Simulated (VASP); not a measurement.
# SnSe (Fm-3m) in VASP: a series of runs

The runs below take SnSe through single point, with LDA, PBE.

Program: VASP 6.6.1. These are calculated values, not measurements. Logs are shortened: lines on timing, memory, paths and dates and some standing lists are left out, and cuts for length are marked.

## (1) The cell of the first run

The structure is cubic, space group Fm-3m (No. 225). The conventional cell has a = 5.970 Å, b = 5.970 Å, c = 5.970 Å, α = 90.00°, β = 90.00°, γ = 90.00°. Sn (site symmetry m-3m) has 6 Se at 2.98 Å within 3.9 Å. Se (site symmetry m-3m) has 6 Sn at 2.98 Å within 3.9 Å.

## (2) Single point, LDA

INCAR reads:

```
SYSTEM = SnSe
  PREC = Accurate
  ENCUT = 500
  EDIFF = 1E-6
  ISMEAR = 0
  SIGMA = 0.01
  LREAL = .FALSE.
  LASPH = .TRUE.
  NELM = 120
  ALGO = Normal
  ISIF = 2
  LWAVE = .FALSE.
  LCHARG = .FALSE.
  GGA = CA
  NBANDS = 17
  GGA_COMPAT = .FALSE.
```

KPOINTS reads:

```
regular mesh
0
G
  4 4 4
  0 0 0
```

POSCAR reads:

```
SnSe
1.0
    0.0000000000      2.9848894956      2.9848894956
    2.9848894956      0.0000000000      2.9848894956
    2.9848894956      2.9848894956      0.0000000000
Sn Se
1 1
Direct
    0.0000000000      0.0000000000      0.0000000000
    0.5000000000      0.5000000000      0.5000000000
```

Potentials or basis: VASP PAW LDA potentials, release 64 (Sn_d, Se).

On the command line:

```
$ cat potpaw_LDA.64/Sn_d/POTCAR potpaw_LDA.64/Se/POTCAR > POTCAR
$ mpirun -np 1 vasp_std > vasp.out
```

OUTCAR:

```text
SYSTEM = SnSe
   PREC = Accurate
   ENCUT = 500
   EDIFF = 1E-6
   ISMEAR = 0
   LREAL = .FALSE.
   LASPH = .TRUE.
   NELM = 120
   ISIF = 2
   GGA = CA

 ion  position               nearest neighbor table
   1  0.000  0.000  0.000-   2 2.98   2 2.98   2 2.98   2 2.98   2 2.98   2 2.98
   2  0.500  0.500  0.500-   1 2.98   1 2.98   1 2.98   1 2.98   1 2.98   1 2.98

  LATTYP: Found a face centered cubic cell.
 ALAT       =     5.9697789912

  Lattice vectors:

 A1 = (   0.0000000000,   2.9848894956,   2.9848894956)
 A2 = (   2.9848894956,   0.0000000000,   2.9848894956)
 A3 = (   2.9848894956,   2.9848894956,   0.0000000000)

Analysis of symmetry for initial positions (statically):
=====================================================================
 Subroutine PRICEL returns:
 Original cell was already a primitive cell.

 Routine SETGRP: Setting up the symmetry group for a
 face centered cubic supercell.

 Subroutine GETGRP returns: Found 48 space group operations
 (whereof 48 operations were pure point group operations)
 out of a pool of 48 trial point group operations.

The static configuration has the point symmetry O_h .

Analysis of symmetry for dynamics (positions and initial velocities):
=====================================================================
 Subroutine PRICEL returns:
 Original cell was already a primitive cell.

 Routine SETGRP: Setting up the symmetry group for a
 face centered cubic supercell.

 Subroutine GETGRP returns: Found 48 space group operations
 (whereof 48 operations were pure point group operations)
 out of a pool of 48 trial point group operations.

The dynamic configuration has the point symmetry O_h .

 Subroutine INISYM returns: Found 48 space group operations
 (whereof 48 operations are pure point group operations),
 and found     1 'primitive' translations

----------------------------------------------------------------------------------------

                                     Primitive cell

  volume of cell :      53.1881

  direct lattice vectors                    reciprocal lattice vectors
     0.000000000  2.984889496  2.984889496    -0.167510389  0.167510389  0.167510389
     2.984889496  0.000000000  2.984889496     0.167510389 -0.167510389  0.167510389
     2.984889496  2.984889496  0.000000000     0.167510389  0.167510389 -0.167510389

  length of vectors
     4.221271207  4.221271207  4.221271207     0.290136504  0.290136504  0.290136504

  position of ions in fractional coordinates (direct lattice)
[... 62 lines left out ...]
   EDIFF  = 0.1E-05   stopping-criterion for ELM
   LREAL  =      F    real-space projection
   EDIFFG = 0.1E-04   stopping-criterion for IOM
   NSW    =      0    number of steps for IOM
   IBRION =     -1    ionic relax: 0-MD 1-quasi-New 2-CG
   NFREE  =      0    steps in history (QN), initial steepest desc. (CG)
   ISIF   =      2    stress and relaxation
   ISYM   =      2    0-nonsym 1-usesym 2-fastsym
   POTIM  = 0.5000    time-step for ionic-motion
   TEBEG  =    0.0;   TEEND  =   0.0 temperature during run
   PSTRESS=    0.0 pullay stress
   NELECT =      20.0000    total number of electrons
   NUPDOWN=      -1.0000    fix difference up-down
   EMIN   =  10.00;   EMAX   =-10.00  energy-range for DOS
   EFERMI =   0.00;   METHOD = LEGACY
   ISMEAR =     0;   SIGMA  =   0.01  broadening in eV -4-tet -1-fermi 0-gaus
   EFERMI_NEDOS =   21; number of points for ismear=-14 and -15
   IALGO  =     38    algorithm
   IMIX   =      4    mixing-type and parameters
     AMIX     =   0.40;   BMIX     =  1.00
     AMIX_MAG =   1.60;   BMIX_MAG =  1.00
  volume/ion in A,a.u.               =      26.59       179.47
  Fermi-wavevector in a.u.,A,eV,Ry     =   1.181626  2.232949 18.996987  1.396239
  Thomas-Fermi vector in A             =   2.317895
   LORBIT       =      0    0 simple, 1 ext, 2 COOP (PROOUT), +10 PAW based schemes
   GGA     = CA    functional components
   LHFCALC =     F    Hartree Fock is set to
   AEXX    =    0.0000 exact exchange contribution
   IVDW    =     0    specifies the selected vdW correction
   LEPSILON=     F    determine dielectric tensor
   LRPA    =     F    only Hartree local field effects (RPA)
 non-spin polarized calculation
 Gauss-broadening in eV      SIGMA  =   0.01
  energy-cutoff  :      500.00
  volume of cell :       53.19
 maximum number of plane-waves:      1363
 NGX is ok and might be reduce to    32
   NGX = 15   NGY = 15   NGZ = 15

 number of electron      20.0000011 magnetization

 Free energy of the ion-electron system (eV)
  ---------------------------------------------------
  ext. energy  EPLUGINS =         0.00000000
  ---------------------------------------------------
  free energy    TOTEN  =        -9.56153122 eV

  energy without entropy =       -9.56153122  energy(sigma->0) =       -9.56153122

 E-fermi :   5.6693     XC(G=0): -10.0104

 val. band max:        5.5778818823   @ k =   0.5000   0.0000   0.0000
 cond. band min:       6.2903505793   @ k =   0.5000   0.0000   0.0000
 fundamental gap:      0.7124686970
 Fermi energy:         5.6693071067

 k-point     1 :       0.0000    0.0000    0.0000
  band No.  band energies     occupation
      1     -15.8310      2.00000
      2     -15.8310      2.00000
      3     -15.8261      2.00000
      4     -15.8261      2.00000
      5     -15.8261      2.00000
      6      -8.3888      2.00000
[... 137 lines left out ...]
      4     -15.8201      2.00000
      5     -15.8061      2.00000
      6      -7.0783      2.00000
[... 9 lines left out ...]
     16      17.0988      0.00000
     17      18.5574      0.00000

------------------------ aborting loop because EDIFF is reached ----------------------------------------

  FORCE on cell =-STRESS in cart. coord.  units (eV):
  Direction    XX          YY          ZZ          XY          YZ          ZX
  --------------------------------------------------------------------------------------
  -------------------------------------------------------------------------------------
  Total       -1.1492780     -1.1492780     -1.1492780      0.0000000      0.0000000     -0.0000000
  in kB      -34.6195106    -34.6195106    -34.6195106      0.0000000      0.0000000     -0.0000000
  external PRESSURE =     -34.6195106 kB  Pullay stress =       0.0000000 kB

 VOLUME and BASIS-vectors are now :
 -----------------------------------------------------------------------------
  energy-cutoff  :      500.00
  volume of cell :       53.19
      direct lattice vectors                 reciprocal lattice vectors
     0.000000000  2.984889496  2.984889496    -0.167510389  0.167510389  0.167510389
     2.984889496  0.000000000  2.984889496     0.167510389 -0.167510389  0.167510389
     2.984889496  2.984889496  0.000000000     0.167510389  0.167510389 -0.167510389

 POSITION                                       TOTAL-FORCE (eV/Angst)
 -----------------------------------------------------------------------------------
      0.00000      0.00000      0.00000         0.000000      0.000000     -0.000000
      2.98489      2.98489      2.98489         0.000000      0.000000      0.000000
 -----------------------------------------------------------------------------------
    total drift:                                0.000000     -0.000000     -0.000000

  FREE ENERGIE OF THE ION-ELECTRON SYSTEM (eV)
  ---------------------------------------------------
  free  energy   TOTEN  =        -9.5615312187 eV

  energy  without entropy=       -9.5615312187  energy(sigma->0) =       -9.56153122
```

OSZICAR:

```text
N       E                     dE             d eps       ncg     rms          rms(c)
DAV:   1     0.131086880833E+03    0.13109E+03   -0.94423E+03   272   0.139E+03
DAV:   2     0.350278588330E+01   -0.12758E+03   -0.12370E+03   288   0.339E+02
DAV:   3    -0.932125340516E+01   -0.12824E+02   -0.12735E+02   333   0.945E+01
DAV:   4    -0.970702500313E+01   -0.38577E+00   -0.38552E+00   340   0.166E+01
DAV:   5    -0.971703869537E+01   -0.10014E-01   -0.10013E-01   390   0.281E+00    0.354E+00
DAV:   6    -0.956938474980E+01    0.14765E+00   -0.36579E-01   395   0.380E+00    0.220E+00
DAV:   7    -0.956303552756E+01    0.63492E-02   -0.54938E-02   343   0.114E+00    0.937E-01
DAV:   8    -0.956163138534E+01    0.14041E-02   -0.53224E-03   340   0.587E-01    0.765E-02
DAV:   9    -0.956153136866E+01    0.10002E-03   -0.76618E-04   382   0.195E-01    0.437E-02
DAV:  10    -0.956153098627E+01    0.38238E-06   -0.77592E-05   365   0.579E-02    0.801E-03
DAV:  11    -0.956153121870E+01   -0.23243E-06   -0.51445E-06   326   0.152E-02
   1 F= -.95615312E+01 E0= -.95615312E+01  d E =-.176396E-39
```

Wall time 8.3 s (1 thread of AMD EPYC 7R43 (Zen 3), shared host); peak memory 0.12 GiB.

What came out:

```
Free energy            : -9.5615 eV
Pressure               : -3.5 GPa
Band gap on the k mesh : 0.71 eV
```

Levels at points of the mesh, in eV from the valence-band top:
```csv
k point,band 6,band 7,band 8,band 9,band 10,band 11,band 12,band 13,band 14,band 15
"(0.00, 0.00, 0.00)",-13.97,-5.01,-2.16,-2.16,-2.16,4.43,4.43,4.43,5.96,5.96
"(0.50, 0.00, 0.00)",-12.98,-8.12,-1.90,-1.90,0.00,0.71,1.29,1.29,8.33,10.27
"(0.50, 0.50, 0.00)",-12.69,-6.00,-5.55,-3.65,-3.65,3.03,5.49,5.49,6.12,10.70
```

Caveat: the k points lie up to 0.46 Å⁻¹ apart; spin-orbit coupling is left out, which moves the levels of the heavy elements.

## (3) Single point, LDA

INCAR reads:

```
ALGO = Normal ; EDIFF = 1E-6
ENCUT = 500 ; GGA_COMPAT = False
ISIF = 2 ; ISMEAR = 0
LASPH = True ; LCHARG = False
LREAL = False ; LWAVE = False
NBANDS = 17 ; NELM = 120
PREC = Accurate ; SIGMA = 0.01
```

KPOINTS reads:

```
k-points
0
Gamma
  4 4 4
```

POSCAR is that of step 2.

Potentials or basis: VASP PAW LDA potentials, release 64 (Sn_d, Se).

On the command line:

```
$ cat potpaw_LDA.64/Sn_d/POTCAR potpaw_LDA.64/Se/POTCAR > POTCAR
$ mpirun -np 1 vasp_std > vasp.out
```

Run time: 9.2 s. Hardware: 1 thread of AMD EPYC 7R43 (Zen 3), shared host; peak memory 0.11 GiB.

Results (log left out):

```
Free energy            : -9.5615 eV
Pressure               : -3.5 GPa
Band gap on the k mesh : 0.71 eV
```

Levels at points of the mesh, in eV from the valence-band top:
```csv
k point,band 7,band 8,band 9,band 10,band 11,band 12,band 13,band 14
"(0.00, 0.00, 0.00)",-5.01,-2.16,-2.16,-2.16,4.43,4.43,4.43,5.96
"(0.50, 0.00, 0.00)",-8.12,-1.90,-1.90,0.00,0.71,1.29,1.29,8.33
"(0.50, 0.50, 0.00)",-6.00,-5.55,-3.65,-3.65,3.03,5.49,5.49,6.12
```

Caveat: the k points lie up to 0.46 Å⁻¹ apart; spin-orbit coupling is left out, which moves the levels of the heavy elements. A k mesh can miss the band edges.

## (4) Single point, PBE

INCAR reads:

```
SYSTEM = SnSe
PREC = Accurate
ENCUT = 500
EDIFF = 1E-6
ISMEAR = 0
SIGMA = 0.01
LREAL = .FALSE.
LASPH = .TRUE.
NELM = 120
ALGO = Normal
ISIF = 2
LWAVE = .FALSE.
LCHARG = .FALSE.
GGA = PE
NBANDS = 17
GGA_COMPAT = .FALSE.
```

KPOINTS reads:

```
regular mesh
0
G
  4 4 4
  0 0 0
```

POSCAR is that of step 3.

Potentials or basis: VASP PAW PBE potentials, release 64 (Sn_d, Se).

On the command line:

```
$ cat potpaw_PBE.64/Sn_d/POTCAR potpaw_PBE.64/Se/POTCAR > POTCAR
$ mpirun -np 1 vasp_std > vasp.out
```

OUTCAR:

```text
SYSTEM = SnSe
   PREC = Accurate
   ENCUT = 500
   EDIFF = 1E-6
   ISMEAR = 0
   LREAL = .FALSE.
   LASPH = .TRUE.
   NELM = 120
   ISIF = 2
   GGA = PE

 ion  position               nearest neighbor table
   1  0.000  0.000  0.000-   2 2.98   2 2.98   2 2.98   2 2.98   2 2.98   2 2.98
   2  0.500  0.500  0.500-   1 2.98   1 2.98   1 2.98   1 2.98   1 2.98   1 2.98

  LATTYP: Found a face centered cubic cell.
 ALAT       =     5.9697789912

  Lattice vectors:

 A1 = (   0.0000000000,   2.9848894956,   2.9848894956)
 A2 = (   2.9848894956,   0.0000000000,   2.9848894956)
[... 328 lines left out ...]

  FORCE on cell =-STRESS in cart. coord.  units (eV):
  Direction    XX          YY          ZZ          XY          YZ          ZX
  --------------------------------------------------------------------------------------
  -------------------------------------------------------------------------------------
  Total        0.2849421      0.2849421      0.2849421      0.0000000      0.0000000     -0.0000000
  in kB        8.5832623      8.5832623      8.5832623      0.0000000      0.0000000     -0.0000000
  external PRESSURE =       8.5832623 kB  Pullay stress =       0.0000000 kB

 VOLUME and BASIS-vectors are now :
 -----------------------------------------------------------------------------
  energy-cutoff  :      500.00
  volume of cell :       53.19
      direct lattice vectors                 reciprocal lattice vectors
     0.000000000  2.984889496  2.984889496    -0.167510389  0.167510389  0.167510389
     2.984889496  0.000000000  2.984889496     0.167510389 -0.167510389  0.167510389
     2.984889496  2.984889496  0.000000000     0.167510389  0.167510389 -0.167510389

 POSITION                                       TOTAL-FORCE (eV/Angst)
 -----------------------------------------------------------------------------------
      0.00000      0.00000      0.00000        -0.000000      0.000000      0.000000
      2.98489      2.98489      2.98489         0.000000     -0.000000     -0.000000
 -----------------------------------------------------------------------------------
    total drift:                                0.000000     -0.000000     -0.000000

  FREE ENERGIE OF THE ION-ELECTRON SYSTEM (eV)
  ---------------------------------------------------
  free  energy   TOTEN  =        -8.2638686860 eV

  energy  without entropy=       -8.2638686860  energy(sigma->0) =       -8.26386869
```

OSZICAR:

```text
N       E                     dE             d eps       ncg     rms          rms(c)
DAV:   1     0.131267246781E+03    0.13127E+03   -0.94570E+03   272   0.139E+03
DAV:   2     0.446260775078E+01   -0.12680E+03   -0.12292E+03   288   0.337E+02
DAV:   3    -0.803487532962E+01   -0.12497E+02   -0.12409E+02   333   0.931E+01
DAV:   4    -0.840330138103E+01   -0.36843E+00   -0.36818E+00   340   0.163E+01
DAV:   5    -0.841308642170E+01   -0.97850E-02   -0.97847E-02   398   0.274E+00    0.344E+00
DAV:   6    -0.826550765600E+01    0.14758E+00   -0.36366E-01   394   0.373E+00    0.212E+00
DAV:   7    -0.826291808740E+01    0.25896E-02   -0.65972E-02   343   0.122E+00    0.936E-01
DAV:   8    -0.826385470413E+01   -0.93662E-03   -0.62512E-03   342   0.684E-01    0.755E-02
DAV:   9    -0.826384487266E+01    0.98315E-05   -0.84756E-04   381   0.237E-01    0.470E-02
DAV:  10    -0.826386535744E+01   -0.20485E-04   -0.10484E-04   340   0.630E-02    0.917E-03
DAV:  11    -0.826386859461E+01   -0.32372E-05   -0.97016E-06   382   0.269E-02    0.300E-03
DAV:  12    -0.826386868598E+01   -0.91367E-07   -0.58172E-07   219   0.876E-03
   1 F= -.82638687E+01 E0= -.82638687E+01  d E =-.880063E-20
```

stdout:

```text
POSCAR found type information on POSCAR SnSe
 POSCAR found :  2 types and       2 ions
 scaLAPACK will be used
 LDA part: xc-table for (Slater+PW92), standard interpolation
 POSCAR, INCAR and KPOINTS ok, starting setup
 FFT: planning ... GRIDC
 FFT: planning ... GRID_SOFT
 FFT: planning ... GRID
 WAVECAR not read
 entering main loop
```

It took 13 s on 1 thread of AMD EPYC 7R43 (Zen 3), shared host; peak memory 0.13 GiB.

Results:

| Property | Result |
| --- | --- |
| Free energy | -8.2639 eV |
| Pressure | 0.9 GPa |
| Band gap on the k mesh | 0.68 eV |

Levels at points of the mesh, in eV from the valence-band top:
```
           k point  band 6  band 7  band 8  band 9  band 10  band 11  band 12  band 13  band 14  band 15
(0.00, 0.00, 0.00)  -14.05   -4.97   -2.26   -2.26    -2.26     4.44     4.44     4.44     5.87     5.87
(0.50, 0.00, 0.00)  -13.07   -8.15   -2.02   -2.02     0.00     0.68     1.27     1.27     8.32    10.24
(0.50, 0.50, 0.00)  -12.77   -5.98   -5.63   -3.75    -3.75     2.96     5.51     5.51     6.13    10.54
```

Caveat: the k points lie up to 0.46 Å⁻¹ apart; spin-orbit coupling is left out, which moves the levels of the heavy elements. A k mesh can miss the band edges.
